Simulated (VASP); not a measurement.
Set up this calculation in VASP 6.6.1, as the native input.

```
Task                   : relaxation of cell and atoms
Functional             : PBE
Potentials or basis    : VASP PAW PBE potentials, release 64 (Hf_pv, Sn_d, S)
Cutoff                 : 600 eV
k mesh                 : 6 × 6 × 4
Occupations            : gaussian, width 0.02 eV
Spin                   : no spin polarisation
Dipole correction      : no
Further INCAR settings : ALGO = Normal; EDIFF = 1e-06; IBRION = 2; EDIFFG = -0.01; NSW = 100; ISIF = 3
```

The structure of HfSn2S6 lies in POSCAR:

```
HfSn2S6
1.0
    6.4129871000      0.0000000000      0.0000000000
   -3.2064936000      5.5538098000      0.0000000000
    0.0000000000      0.0000000000      6.8519881000
Hf Sn S
1 2 6
Direct
    0.0000000000      0.0000000000      0.0000000000
    0.3333333000      0.6666667000      0.0000000000
    0.6666667000      0.3333333000      0.0000000000
    0.3325590000      0.0000000000      0.2141060000
    0.0000000000      0.3325590000      0.2141060000
    0.6674410000      0.6674410000      0.2141060000
    0.6674410000      0.0000000000      0.7858940000
    0.3325590000      0.3325590000      0.7858940000
    0.0000000000      0.6674410000      0.7858940000
```

These files were run (other wordings do the same):

INCAR

```
  PREC = Accurate
  ENCUT = 600
  EDIFF = 1E-6
  ISMEAR = 0
  SIGMA = 0.02
  LREAL = False
  LASPH = True
  NELM = 80
  ALGO = Normal
  ISIF = 3
  LWAVE = False
  LCHARG = False
  GGA = PE
  IBRION = 2
  NSW = 100
  EDIFFG = -0.01
```

KPOINTS

```
regular mesh
0
Gamma
  6 6 4
```

Potentials or basis: VASP PAW PBE potentials, release 64 (Hf_pv, Sn_d, S).

Run with:

```console
$ cat potpaw_PBE.64/Hf_pv/POTCAR potpaw_PBE.64/Sn_d/POTCAR potpaw_PBE.64/S/POTCAR > POTCAR
$ mpirun -np 1 vasp_std > vasp.out
```

Results of the run:

The relaxed volume is 27.05 Å³/atom and the relaxed cell is a = 6.403 Å, b = 6.403 Å, c = 6.858 Å, α = 90.00°, β = 90.00°, γ = 120.00°. The space group after relaxing (to 0.1 Å) is P-31m (No. 162), the energy gained by relaxing is 0.1 meV/atom and the ionic steps are 5. The pressure after relaxing is 0.0 GPa, the largest force after relaxing is 0.006 eV/Å and the band gap on the k mesh is 0.98 eV.

Caveat: spin-orbit coupling is left out, which moves the levels of the heavy elements; this functional lacks dispersion, which binds the layers, so the pressure and a relaxed spacing across them are unreliable.

Wall time 28 min on 1 thread of Oxide Virtual Turin-like Processor, on a shared host, peak memory 0.58 GiB.
